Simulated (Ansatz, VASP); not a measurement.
Ni in VASP and in Ansatz

INCAR

```
PREC     = Accurate       # precision mode
ENCUT    = 520            # plane-wave cutoff, eV
EDIFF    = 1E-6           # SCF threshold, eV
ISMEAR   = -1             # smearing method
SIGMA    = 0.05           # smearing width, eV
LREAL    = False          # projectors in reciprocal space
LASPH    = True           # aspherical terms in the spheres
NELM     = 150            # most SCF steps
ALGO     = Normal         # electronic algorithm
ISIF     = 2              # what is computed and relaxed
LWAVE    = False          # write WAVECAR
LCHARG   = False          # write CHGCAR
ISPIN    = 2              # spin polarisation
MAGMOM   = 0.657 0.657    # initial moments
LORBIT   = 11             # projections on sites
LMAXMIX  = 4              # l up to which the mixer works
GGA      = B5             # functional
ALDAX    = 1.0          
AGGAX    = 1.0          
AGGAC    = 1.0          
ALDAC    = 0.0          
NBANDS   = 21             # bands
```

The input KPOINTS:

```
regular mesh
0
Gamma
  16 16 9
```

File POSCAR:

```
Ni
1.0
    2.4919870770      0.0000000000      0.0000000000
   -1.2459935385      2.1581241146      0.0000000000
    0.0000000000      0.0000000000      4.1001744770
Ni
2
Direct
    0.3333333333      0.6666666667      0.2500000000
    0.6666666667      0.3333333333      0.7500000000
```

Input for Ansatz:

```yaml
crystal:
  lattice:
    - [2.491987077, 0.0, 0.0]
    - [-1.2459935385, 2.1581241146, 0.0]
    - [0.0, 0.0, 4.100174477]
  atoms:
    - { symbol: Ni, position: [0.3333333333, 0.6666666667, 0.25], spin: 0.657 }
    - { symbol: Ni, position: [0.6666666667, 0.3333333333, 0.75], spin: 0.657 }
hamiltonian:
  xc: blyp
  pseudopotentials:
    kind: paw
    azcp:
      Ni: "pseudopotentials/Ni.paw.azcp"
basis:
  ecutwfc: 420
  fft_grid_basis: typed
kpoints:
  mp_grid: { grid: [16, 16, 9], shift: [0, 0, 0] }
magnetization:
  spin_polarized: true
scf:
  occupations: { method: fermi_dirac, width: 0.05 }
  lower_state_search: "off"
output:
  stress: true
```

Alike in both runs: task single point; functional BLYP; k mesh 16 × 16 × 9; occupations fermi-dirac, width 0.05 eV; collinear spin.

```csv
,VASP,Ansatz
version,VASP 6.6.1,Ansatz 0.2.0
potentials or method,"VASP PAW PBE potentials, release 64 (Ni), cutoff 520 eV","plane waves (420 eV) with PAW, scalar-relativistic"
valence electrons in the cell,20,36
```

Ansatz gave:

- pressure (GPa): 7.4
- traceless stress, the component that is largest in VASP (GPa): 0.42
- net moment per atom (μB): 0.59
- size of the moment on the site where the two differ most (μB): 0.63

Task: Estimate VASP's values.

Result: Pressure (GPa): 7.4; traceless stress, the component that is largest in VASP (GPa): 0.42; net moment per atom (μB): 0.58; size of the moment on the site where the two differ most (μB): 0.59.

VASP's potentials were made for PBE, not for BLYP. Site moments also hang on the region over which each program counts them. VASP's potentials hold 20 valence electrons a cell and Ansatz's 36, so a difference there can come from the potentials and not from the codes.
